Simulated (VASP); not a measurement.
# Fe (P6/mmm) in VASP: notebook

The runs below take Fe through single point, with LDA.

All numbers are computed with VASP 6.6.1; they aren't measurements. Logs are shortened: lines on timing, memory, paths and dates and some standing lists are left out, and cuts for length are marked.

**1. The cell of the first run**

It takes space group P6/mmm (No. 191, hexagonal). Conventional cell: a = 2.184 Å, b = 2.184 Å, c = 1.982 Å, α = 90.00°, β = 90.00°, γ = 120.00°. Fe (site symmetry 6/mmm) has 8 Fe at 1.98 to 2.18 Å within 2.6 Å.

This isn't the form of Fe at room conditions, which is bcc.

**2. Single point, LDA, collinear spin, ferromagnetic start**

Contents of INCAR:

```
PREC = Accurate ; ENCUT = 520
EDIFF = 1E-7 ; ISMEAR = -1
SIGMA = 0.05 ; LREAL = F
LASPH = T ; NELM = 150
ALGO = Normal ; ISIF = 2
LWAVE = F ; LCHARG = F
ISPIN = 2 ; MAGMOM = 2.5
LORBIT = 11 ; LMAXMIX = 4
NBANDS = 14
```

Contents of KPOINTS:

```
regular mesh
0
Gamma
  20 20 19
```

Contents of POSCAR:

```
Fe
1.0
    2.1844883399      0.0000000000      0.0000000000
   -1.0922441700      1.8918223966      0.0000000000
    0.0000000000      0.0000000000      1.9817244387
Fe
1
Direct
    0.0000000000      0.0000000000      0.0000000000
```

Potentials or basis: VASP PAW LDA potentials, release 64 (Fe).

Run with:

```
> cat potpaw_LDA.64/Fe/POTCAR > POTCAR
> mpirun -np 1 vasp_std > vasp.out
```

OUTCAR:

```text
PREC = Accurate
   ENCUT = 520
   EDIFF = 1E-7
   ISMEAR = -1
   LREAL = F
   LASPH = T
   NELM = 150
   ISIF = 2
   ISPIN = 2
   LORBIT = 11

 ion  position               nearest neighbor table
   1  0.000  0.000  0.000-

  LATTYP: Found a hexagonal cell.
 ALAT       =     2.1844883399
 C/A-ratio  =     0.9071801403

  Lattice vectors:

 A1 = (   2.1844883399,   0.0000000000,   0.0000000000)
 A2 = (  -1.0922441700,   1.8918223966,   0.0000000000)
 A3 = (   0.0000000000,   0.0000000000,   1.9817244387)

Analysis of symmetry for initial positions (statically):
=====================================================================
 Subroutine PRICEL returns:
 Original cell was already a primitive cell.

 Routine SETGRP: Setting up the symmetry group for a
 hexagonal supercell.

 Subroutine GETGRP returns: Found 24 space group operations
 (whereof 24 operations were pure point group operations)
 out of a pool of 24 trial point group operations.

The static configuration has the point symmetry D_6h.

Analysis of symmetry for dynamics (positions and initial velocities):
=====================================================================
 Subroutine PRICEL returns:
 Original cell was already a primitive cell.

 Routine SETGRP: Setting up the symmetry group for a
 hexagonal supercell.

 Subroutine GETGRP returns: Found 24 space group operations
 (whereof 24 operations were pure point group operations)
 out of a pool of 24 trial point group operations.

The dynamic configuration has the point symmetry D_6h.

Analysis of structural, dynamic, and magnetic symmetry:
=====================================================================
 Subroutine PRICEL returns:
 Original cell was already a primitive cell.

 Routine SETGRP: Setting up the symmetry group for a
 hexagonal supercell.

 Subroutine GETGRP returns: Found 24 space group operations
 (whereof 24 operations were pure point group operations)
 out of a pool of 24 trial point group operations.

The overall configuration has the point symmetry D_6h.

 Subroutine INISYM returns: Found 24 space group operations
 (whereof 24 operations are pure point group operations),
 and found     1 'primitive' translations

----------------------------------------------------------------------------------------

                                     Primitive cell

  volume of cell :       8.1898

  direct lattice vectors                    reciprocal lattice vectors
     2.184488340  0.000000000  0.000000000     0.457773100  0.264295423  0.000000000
    -1.092244170  1.891822397  0.000000000     0.000000000  0.528590845  0.000000000
     0.000000000  0.000000000  1.981724439     0.000000000  0.000000000  0.504611025

  length of vectors
     2.184488340  2.184488340  1.981724439     0.528590845  0.528590845  0.504611025

  position of ions in fractional coordinates (direct lattice)
     0.000000000  0.000000000  0.000000000

  ion indices of the primitive-cell ions
   primitive index   ion index
                 1           1

----------------------------------------------------------------------------------------

 KPOINTS: regular mesh

Automatic generation of k-mesh.
 Grid dimensions read from file:
 generate k-points for:   20   20   19

 Generating k-lattice:

  Cartesian coordinates                     Fractional coordinates (reciprocal lattice)
     0.022888655  0.013214771  0.000000000     0.050000000 -0.000000000  0.000000000
     0.000000000  0.026429542  0.000000000     0.000000000  0.050000000  0.000000000
     0.000000000  0.000000000  0.026558475     0.000000000  0.000000000  0.052631579

  Length of vectors
     0.026429542  0.026429542  0.026558475

  Shift w.r.t. Gamma in fractional coordinates (k-lattice)
     0.000000000  0.000000000  0.000000000

 Subroutine IBZKPT returns following result:
 ===========================================

 Found    440 irreducible k-points:

 Following reciprocal coordinates:
            Coordinates               Weight
  0.000000  0.000000  0.000000      1.000000
  0.050000 -0.000000  0.000000      6.000000
  0.100000 -0.000000  0.000000      6.000000
  0.150000  0.000000  0.000000      6.000000
  0.200000 -0.000000  0.000000      6.000000
  0.250000 -0.000000  0.000000      6.000000
[... 16 lines left out ...]
  0.200000  0.100000  0.000000     12.000000
  0.250000  0.100000  0.000000     12.000000
 [... further k-points ...]
   k-points           NKPTS =    440   k-points in BZ     NKDIM =    440   number of bands    NBANDS=     14
   number of dos      NEDOS =    301   number of ions     NIONS =      1
   total plane-waves  NPLWV =   4096
   dimension x,y,z NGX =    16 NGY =   16 NGZ =   16
   dimension x,y,z NGXF=    32 NGYF=   32 NGZF=   32
   ions per type =               1
   NGX,Y,Z   is equivalent  to a cutoff of  12.18, 12.18, 13.42 a.u.
   NGXF,Y,Z  is equivalent  to a cutoff of  24.35, 24.35, 26.84 a.u.
 SYSTEM =  unknown system
   PREC   = accura    normal or accurate (medium, high low for compatibility)
   ISTART =      0    job   : 0-new  1-cont  2-samecut
   ICHARG =      2    charge: 1-file 2-atom 10-const
   ISPIN  =      2    spin polarized calculation?
   LNONCOLLINEAR =      F non collinear calculations
   LSORBIT =      F    spin-orbit coupling
   LASPH  =      T    aspherical Exc in radial PAW
   ENCUT  =  520.0 eV  38.22 Ry    6.18 a.u.   4.06  4.06  3.68*2*pi/ulx,y,z
   NELM   =    150;   NELMIN=  2; NELMDL= -5     # of ELM steps
   EDIFF  = 0.1E-06   stopping-criterion for ELM
   LREAL  =      F    real-space projection
   EDIFFG = 0.1E-05   stopping-criterion for IOM
   NSW    =      0    number of steps for IOM
   IBRION =     -1    ionic relax: 0-MD 1-quasi-New 2-CG
   NFREE  =      0    steps in history (QN), initial steepest desc. (CG)
   ISIF   =      2    stress and relaxation
   ISYM   =      2    0-nonsym 1-usesym 2-fastsym
   POTIM  = 0.5000    time-step for ionic-motion
   TEBEG  =    0.0;   TEEND  =   0.0 temperature during run
   PSTRESS=    0.0 pullay stress
   NELECT =       8.0000    total number of electrons
   NUPDOWN=      -1.0000    fix difference up-down
   EMIN   =  10.00;   EMAX   =-10.00  energy-range for DOS
   EFERMI =   0.00;   METHOD = LEGACY
   ISMEAR =    -1;   SIGMA  =   0.05  broadening in eV -4-tet -1-fermi 0-gaus
   EFERMI_NEDOS =   21; number of points for ismear=-14 and -15
   IALGO  =     38    algorithm
   IMIX   =      4    mixing-type and parameters
     AMIX     =   0.40;   BMIX     =  1.00
     AMIX_MAG =   1.60;   BMIX_MAG =  1.00
  volume/ion in A,a.u.               =       8.19        55.27
  Fermi-wavevector in a.u.,A,eV,Ry     =   1.624353  3.069582 35.899274  2.638522
  Thomas-Fermi vector in A             =   2.717653
   LORBIT       =     11    0 simple, 1 ext, 2 COOP (PROOUT), +10 PAW based schemes
   GGA     = CA    functional components
   LHFCALC =     F    Hartree Fock is set to
   AEXX    =    0.0000 exact exchange contribution
   IVDW    =     0    specifies the selected vdW correction
   LEPSILON=     F    determine dielectric tensor
   LRPA    =     F    only Hartree local field effects (RPA)
 spin polarized calculation
  energy-cutoff  :      520.00
  volume of cell :        8.19
 maximum number of plane-waves:       229
   NGX =  9   NGY =  9   NGZ =  7

 number of electron       8.0000005 magnetization      -0.0004958

 number of electron       8.0000005 magnetization       0.0001000

 Free energy of the ion-electron system (eV)
  ---------------------------------------------------
  ext. energy  EPLUGINS =         0.00000000
  ---------------------------------------------------
  free energy    TOTEN  =        -8.06944719 eV

  energy without entropy =       -8.05573084  energy(sigma->0) =       -8.06258902

 E-fermi :   9.9330     XC(G=0): -15.2944

 val. band max:        9.9276055646   @ k =   0.4000   0.1500   0.1053
 cond. band min:       9.9336967961   @ k =   0.4000   0.2000   0.3684
 fundamental gap:      0.0060912314
 Fermi energy:         9.9329754870

 spin component 1

 k-point     1 :       0.0000    0.0000    0.0000
  band No.  band energies     occupation
      1      -0.3666      1.00000
      2       3.9887      1.00000
      3       7.5373      1.00000
      4       7.5373      1.00000
      5      11.6485      0.00000
      6      11.6485      0.00000
      7      34.2312      0.00000
      8      36.8743      0.00000
      9      43.0745      0.00000
     10      43.0745      0.00000
     11      43.4385      0.00000
     12      44.2641      0.00000
     13      44.2641      0.00000
     14      56.5803      0.00000
[... 375 lines left out ...]
 k-point    24 :       0.2500    0.1000    0.0000
  band No.  band energies     occupation
      1       3.2261      1.00000
      2       4.8392      1.00000
      3       6.3228      1.00000
      4      10.1875      0.00612
      5      10.5906      0.00000
      6      11.2678      0.00000
      7      25.7963      0.00000
      8      30.7138      0.00000
      9      41.9157      0.00000
     10      42.6052      0.00000
     11      42.6456      0.00000
     12      52.1937      0.00000
     13      56.0167      0.00000
     14      57.5650      0.00000

 [... further k-points ...]

 spin component 2

 k-point     1 :       0.0000    0.0000    0.0000
  band No.  band energies     occupation
      1      -0.3665      1.00000
      2       3.9887      1.00000
      3       7.5374      1.00000
      4       7.5374      1.00000
      5      11.6486      0.00000
      6      11.6486      0.00000
      7      34.2312      0.00000
      8      36.8744      0.00000
      9      43.0745      0.00000
     10      43.0745      0.00000
     11      43.4386      0.00000
     12      44.2641      0.00000
     13      44.2641      0.00000
     14      56.5804      0.00000
[... 375 lines left out ...]
 k-point    24 :       0.2500    0.1000    0.0000
  band No.  band energies     occupation
      1       3.2261      1.00000
      2       4.8392      1.00000
      3       6.3228      1.00000
      4      10.1876      0.00610
      5      10.5907      0.00000
      6      11.2679      0.00000
      7      25.7964      0.00000
      8      30.7139      0.00000
      9      41.9157      0.00000
     10      42.6052      0.00000
     11      42.6456      0.00000
     12      52.1937      0.00000
     13      56.0167      0.00000
     14      57.5650      0.00000

 [... further k-points ...]

------------------------ aborting loop because EDIFF is reached ----------------------------------------

  FORCE on cell =-STRESS in cart. coord.  units (eV):
  Direction    XX          YY          ZZ          XY          YZ          ZX
  --------------------------------------------------------------------------------------
  -------------------------------------------------------------------------------------
  Total        5.6553675      5.6553675      5.2787899     -0.0000000      0.0000000      0.0000000
  in kB     1106.3640466   1106.3640466   1032.6938814     -0.0000000      0.0000000      0.0000000
  external PRESSURE =    1081.8073249 kB  Pullay stress =       0.0000000 kB

 VOLUME and BASIS-vectors are now :
 -----------------------------------------------------------------------------
  energy-cutoff  :      520.00
  volume of cell :        8.19
      direct lattice vectors                 reciprocal lattice vectors
     2.184488340  0.000000000  0.000000000     0.457773100  0.264295423  0.000000000
    -1.092244170  1.891822397  0.000000000     0.000000000  0.528590845  0.000000000
     0.000000000  0.000000000  1.981724439     0.000000000  0.000000000  0.504611025

 POSITION                                       TOTAL-FORCE (eV/Angst)
 -----------------------------------------------------------------------------------
      0.00000      0.00000      0.00000         0.000000      0.000000      0.000000
 -----------------------------------------------------------------------------------
    total drift:                               -0.000000      0.000000      0.000000

  FREE ENERGIE OF THE ION-ELECTRON SYSTEM (eV)
  ---------------------------------------------------
  free  energy   TOTEN  =        -8.0694471915 eV

  energy  without entropy=       -8.0557308401  energy(sigma->0) =       -8.06258902

 total charge

# of ion       s       p       d       tot
------------------------------------------
    1        0.670   0.804   6.848   8.322

 magnetization (x)

# of ion       s       p       d       tot
------------------------------------------
    1        0.000  -0.000   0.000   0.000
```

Run time: 1.8 min. Hardware: 1 thread of Intel Xeon 8259CL, shared host; peak memory 0.18 GiB.

What came out:

- Free energy: -8.0694 eV
- Pressure: 108.2 GPa
- Band gap on the k mesh: zero (filled and empty bands overlap)
- Net moment: 0.00 μB per cell

Levels at points of the mesh, in eV from the Fermi level:
Spin up:
| k point | band 1 | band 2 | band 3 | band 4 | band 5 | band 6 | band 7 | band 8 |
| --- | --- | --- | --- | --- | --- | --- | --- | --- |
| (0.00, 0.00, 0.00) | -10.30 | -5.94 | -2.40 | -2.40 | 1.72 | 1.72 | 24.30 | 26.94 |
| (0.50, 0.00, 0.00) | -6.74 | -4.79 | -0.43 | -0.41 | 1.28 | 1.83 | 10.07 | 20.65 |
Spin down:
```
           k point  band 1  band 2  band 3  band 4  band 5  band 6  band 7  band 8  band 9
(0.00, 0.00, 0.00)  -10.30   -5.94   -2.40   -2.40    1.72    1.72   24.30   26.94   33.14
(0.50, 0.00, 0.00)   -6.74   -4.79   -0.43   -0.41    1.28    1.83   10.07   20.65   29.36
```

Caveat: atoms lie so close that the PAW spheres overlap strongly, which falsifies energies and pressures; the stress differs along the axes, from 103 to 111 GPa; the moments typed at the start vanished in this run.

**3. Single point, LDA, collinear spin, ferromagnetic start**

Contents of INCAR:

```
SYSTEM = Fe
ALGO     = Normal         ! electronic algorithm
EDIFF    = 1E-6           ! SCF threshold, eV
ENCUT    = 520            ! plane-wave cutoff, eV
GGA      = CA             ! functional
ISIF     = 2              ! what is computed and relaxed
ISMEAR   = -1             ! smearing method
ISPIN    = 2              ! spin polarisation
LASPH    = .True.         ! aspherical terms in the spheres
LCHARG   = .False.        ! write CHGCAR
LMAXMIX  = 4              ! l up to which the mixer works
LORBIT   = 11             ! projections on sites
LREAL    = .False.        ! projectors in reciprocal space
LWAVE    = .False.        ! write WAVECAR
MAGMOM   = 2.5            ! initial moments
NBANDS   = 14             ! bands
NELM     = 150            ! most SCF steps
PREC     = Accurate       ! precision mode
SIGMA    = 0.05           ! smearing width, eV
```

Contents of KPOINTS:

```
k-points
0
Gamma
  20 20 19
  0 0 0
```

Contents of POSCAR:

```
Fe
1.0
    2.1858754279      0.0000000000      0.0000000000
   -1.0929377140      1.8930236500      0.0000000000
    0.0000000000      0.0000000000      1.9788840156
Fe
1
Direct
    0.0000000000      0.0000000000      0.0000000000
```

Potentials or basis: VASP PAW LDA potentials, release 64 (Fe).

Run with:

```
> cat potpaw_LDA.64/Fe/POTCAR > POTCAR
> mpirun -np 1 vasp_std > vasp.out
```

OUTCAR:

```text
SYSTEM = Fe
   EDIFF = 1E-6
   ENCUT = 520
   GGA = CA
   ISIF = 2
   ISMEAR = -1
   ISPIN = 2
   LASPH = .True.
   LORBIT = 11
   LREAL = .False.
   NELM = 150
   PREC = Accurate

 ion  position               nearest neighbor table
   1  0.000  0.000  0.000-

  LATTYP: Found a hexagonal cell.
 ALAT       =     2.1858754279
 C/A-ratio  =     0.9053050281

[... 1024 lines left out ...]
  FORCE on cell =-STRESS in cart. coord.  units (eV):
  Direction    XX          YY          ZZ          XY          YZ          ZX
  --------------------------------------------------------------------------------------
  -------------------------------------------------------------------------------------
  Total        5.6481585      5.6481585      5.3191797     -0.0000000      0.0000000     -0.0000000
  in kB     1105.1358499   1105.1358499   1040.7668570     -0.0000000      0.0000000     -0.0000000
  external PRESSURE =    1083.6795189 kB  Pullay stress =       0.0000000 kB

 VOLUME and BASIS-vectors are now :
 -----------------------------------------------------------------------------
  energy-cutoff  :      520.00
  volume of cell :        8.19
      direct lattice vectors                 reciprocal lattice vectors
     2.185875428  0.000000000  0.000000000     0.457482612  0.264127709  0.000000000
    -1.092937714  1.893023650  0.000000000     0.000000000  0.528255418  0.000000000
     0.000000000  0.000000000  1.978884016     0.000000000  0.000000000  0.505335326

 POSITION                                       TOTAL-FORCE (eV/Angst)
 -----------------------------------------------------------------------------------
      0.00000      0.00000      0.00000         0.000000      0.000000      0.000000
 -----------------------------------------------------------------------------------
    total drift:                               -0.000000     -0.000000      0.000000

  FREE ENERGIE OF THE ION-ELECTRON SYSTEM (eV)
  ---------------------------------------------------
  free  energy   TOTEN  =        -8.0690215565 eV

  energy  without entropy=       -8.0552365786  energy(sigma->0) =       -8.06212907

 total charge

# of ion       s       p       d       tot
------------------------------------------
    1        0.670   0.804   6.849   8.323

 magnetization (x)

# of ion       s       p       d       tot
------------------------------------------
    1        0.000   0.000   0.002   0.002
```

OSZICAR:

```text
N       E                     dE             d eps       ncg     rms          rms(c)
DAV:   1     0.228929046426E+02    0.22893E+02   -0.38145E+03 27846   0.787E+02
DAV:   2    -0.755420103949E+01   -0.30447E+02   -0.28301E+02 27214   0.139E+02
DAV:   3    -0.840539474983E+01   -0.85119E+00   -0.84569E+00 30618   0.233E+01
DAV:   4    -0.840771729590E+01   -0.23225E-02   -0.23223E-02 28996   0.110E+00
DAV:   5    -0.840772417900E+01   -0.68831E-05   -0.68848E-05 31110   0.597E-02    0.179E+01
DAV:   6    -0.808931643256E+01    0.31841E+00   -0.27581E+00 32332   0.231E+01    0.450E+00
DAV:   7    -0.807226462940E+01    0.17052E-01   -0.83601E-02 32644   0.314E+00    0.234E+00
DAV:   8    -0.806781943356E+01    0.44452E-02   -0.64911E-03 35366   0.686E-01    0.100E+00
DAV:   9    -0.806758461309E+01    0.23482E-03   -0.34496E-03 33350   0.576E-01    0.290E-01
DAV:  10    -0.806849733131E+01   -0.91272E-03   -0.13186E-03 35754   0.396E-01    0.168E-01
DAV:  11    -0.806896030511E+01   -0.46297E-03   -0.40744E-04 34956   0.235E-01    0.857E-02
DAV:  12    -0.806902477783E+01   -0.64473E-04   -0.13101E-04 33704   0.132E-01    0.253E-02
DAV:  13    -0.806901451769E+01    0.10260E-04   -0.87113E-06 28134   0.319E-02    0.360E-02
DAV:  14    -0.806902177567E+01   -0.72580E-05   -0.16346E-05 32560   0.494E-02    0.487E-03
DAV:  15    -0.806902155654E+01    0.21913E-06   -0.27490E-07 16322   0.616E-03
   1 F= -.80690216E+01 E0= -.80621291E+01  d E =-.137850E-01  mag=    -0.0006
```

Wall time 97 s (1 thread of Intel Xeon 8259CL, shared host); peak memory 0.18 GiB.

Results:

```yaml
Free_energy: -8.0690 eV
Pressure: 108.4 GPa
Band_gap_on_the_k_mesh: zero (filled and empty bands overlap)
Net_moment: 0.00 μB per cell
```

Caveat: atoms lie so close that the PAW spheres overlap strongly, which falsifies energies and pressures; the stress differs along the axes, from 104 to 111 GPa; the moments typed at the start vanished in this run.
